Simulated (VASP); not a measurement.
A run of VASP 6.6.1:

File INCAR:

```
  ALGO = Normal
  EDIFF = 1E-6
  ENCUT = 520
  GGA = PE
  ISIF = 2
  ISMEAR = -1
  ISPIN = 2
  LASPH = T
  LCHARG = F
  LMAXMIX = 4
  LORBIT = 11
  LREAL = F
  LWAVE = F
  MAGMOM = 2
  NBANDS = 16
  NELM = 150
  PREC = Accurate
  SIGMA = 0.08
```

File KPOINTS:

```
k-points
0
Gamma
  18 18 16
```

File POSCAR:

```
Cr
1.0
    2.5152564467      0.0000000000      0.0000000000
   -1.2576282233      2.1782759799      0.0000000000
    0.0000000000      0.0000000000      2.2352063682
Cr
1
Direct
    0.0000000000      0.0000000000      0.0000000000
```

Potentials or basis: VASP PAW PBE potentials, release 64 (Cr_pv).

Run with:

```bash
$ cat potpaw_PBE.64/Cr_pv/POTCAR > POTCAR
$ mpirun -np 1 vasp_std > vasp.out
```

Hardware: 1 thread of Intel(R) Xeon(R) 6975P-C (Granite Rapids) (shared host).

**Question.** How long does it take, and how much memory?

**Answer.** Wall time 57 s on 1 thread of Intel(R) Xeon(R) 6975P-C (Granite Rapids) (shared host), peak memory 0.2 GiB. Counts: scf iterations 14, k points 333.
